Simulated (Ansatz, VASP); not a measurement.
Al: VASP beside Ansatz

The input INCAR:

```
SYSTEM = Al
PREC     = Accurate       ! precision mode
ENCUT    = 520            ! plane-wave cutoff, eV
EDIFF    = 1E-6           ! SCF threshold, eV
ISMEAR   = 0              ! smearing method
SIGMA    = 0.15           ! smearing width, eV
LREAL    = .FALSE.        ! projectors in reciprocal space
LASPH    = .TRUE.         ! aspherical terms in the spheres
NELM     = 60             ! most SCF steps
ALGO     = Fast           ! electronic algorithm
ISIF     = 2              ! what is computed and relaxed
LWAVE    = .FALSE.        ! write WAVECAR
LCHARG   = .FALSE.        ! write CHGCAR
GGA      = PE             ! functional
IVDW     = 12             ! dispersion correction
NBANDS   = 8              ! bands
```

The input KPOINTS:

```
Automatic mesh
0
G
  20 20 20
  0 0 0
```

Contents of POSCAR:

```
Al
1.0
    0.0000000000      1.9910220790      2.1303936245
    1.9910220790      0.0000000000      2.1303936245
    1.9910220790      1.9910220790      0.0000000000
Al
1
Direct
    0.0000000000      0.0000000000      0.0000000000
```

Input for Ansatz:

```yaml
crystal:
  lattice:
    - [0.0, 1.991022079, 2.1303936245]
    - [1.991022079, 0.0, 2.1303936245]
    - [1.991022079, 1.991022079, 0.0]
  atoms:
    - { symbol: Al, position: [0.0, 0.0, 0.0] }
basis:
  ecutwfc: 420
kpoints:
  mp_grid: { grid: [20, 20, 20] }
hamiltonian:
  xc: pbe
  pseudopotentials: { kind: paw, azcp: { folder: soft_1 } }
  dispersion: d3bj
scf:
  occupations: { method: gaussian, width: 0.15 }
output:
  forces: true
  stress: true
  eigenvalues: true
```

Change from the starting cell: engineering shear strain xz +0.0000, normal strain along z +0.0700.

Alike in both runs: task single point; functional PBE; dispersion D3(BJ); k mesh 20 × 20 × 20; occupations gaussian, width 0.15 eV; no spin polarisation.

|  | VASP | Ansatz |
| --- | --- | --- |
| version | VASP 6.6.1 | Ansatz 0.2.0 |
| potentials or method | VASP PAW PBE potentials, release 64 (Al), cutoff 520 eV | scalar-relativistic, plane waves, PAW |
| valence electrons in the cell | 3 | 3 |

|  | VASP | Ansatz | Ansatz less VASP |
| --- | --- | --- | --- |
| gap on the k mesh at the Fermi level (eV) | none | none | - |
| pressure (GPa) | -4.8 | -4.7 | +0.01 |
| traceless stress, the component that is largest in VASP (GPa) | -2.38 | -2.39 | -0.009 |

A gap of «none» marks a metal or a gap that the smearing closes.
